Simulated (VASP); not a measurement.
Input of a VASP 6.6.1 run:

Contents of INCAR:

```
PREC = Accurate
ENCUT = 520
EDIFF = 1E-6
ISMEAR = 0
SIGMA = 0.05
LREAL = F
LASPH = T
NELM = 100
ALGO = Normal
ISIF = 2
LWAVE = F
LCHARG = F
GGA = PE
NBANDS = 26
```

The input KPOINTS:

```
Automatic mesh
0
Gamma
  9 9 2
```

POSCAR

```
MgO
1.0
    3.2803754002      0.0000000000      0.0000000000
   -1.6401877001      2.8408884305      0.0000000000
    0.0000000000      0.0000000000     10.5147056238
Mg O
4 4
Direct
    0.3333333333      0.6666666667      0.9694791811
    0.0000000000      0.0000000000      0.2208070585
    0.0000000000      0.0000000000      0.7208070585
    0.6666666667      0.3333333333      0.4694791811
    0.3333333333      0.6666666667      0.7800540723
   -0.1341309900      0.0000000000      0.5087347907
    0.0000000000      0.0000000000      0.0296578681
    0.6666666667      0.3333333333      0.2800540723
```

Potentials or basis: VASP PAW PBE potentials, release 64 (Mg, O).

The run is started by

```bash
$ cat potpaw_PBE.64/Mg/POTCAR potpaw_PBE.64/O/POTCAR > POTCAR
$ mpirun -np 1 vasp_std > vasp.out
```

Predict the largest force.

10.811 eV/Å.

Estimate the pressure.

6.2 GPa.

Estimate the band gap on the k mesh.

2.77 eV.

Stress tensor (GPa, compression positive):
```
 10.93 -11.11   4.52
-11.11   7.86  -4.05
  4.52  -4.05  -0.14
```

Caveat: the cell differs from its parent crystal (atom 6 (O) moved by -0.440 Å along [1 0 0] and -0.220 Å along [0 0 1]); the cell stands under pressure; forces of over 1 eV/Å act on the atoms, so gaps and moduli don't describe the material at rest.
